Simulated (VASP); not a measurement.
Input of a VASP 6.6.1 run:

INCAR

```
SYSTEM = V
PREC = Accurate ; ENCUT = 520
EDIFF = 1E-6 ; ISMEAR = -1
SIGMA = 0.1 ; LREAL = .False.
LASPH = .True. ; NELM = 80
ALGO = Normal ; ISIF = 2
LWAVE = .False. ; LCHARG = .False.
GGA = RE ; NBANDS = 26
```

File KPOINTS:

```
Automatic mesh
0
Gamma
  11 11 17
  0 0 0
```

File POSCAR:

```
V
1.0
    4.4761184990      0.0000000000      0.0000000000
   -2.2380592495      3.8764323305      0.0000000000
    0.0000000000      0.0000000000      2.4072592382
V
3
Direct
    0.0000000000      1.0000000000      0.0000000000
    0.3333333333      0.6666666667      0.5000000000
    0.6666666667      0.3333333333      0.5000000000
```

Potentials or basis: VASP PAW PBE potentials, release 64 (V_sv).

The run is started by

```bash
$ cat potpaw_PBE.64/V_sv/POTCAR > POTCAR
$ mpirun -np 1 vasp_std > vasp.out
```

**Question.** What does it give for the band gap on the k mesh?

**Answer.** Zero (an odd number of electrons rules out a gap without spin polarisation).

**Question.** Predict the pressure.

**Answer.** 0.2 GPa.

Stress tensor (GPa, compression positive):
```
0.08 0.00 0.00
0.00 0.08 0.00
0.00 0.00 0.47
```

Caveat: the PAW data sets were made with another functional, which shifts forces and pressure a little.
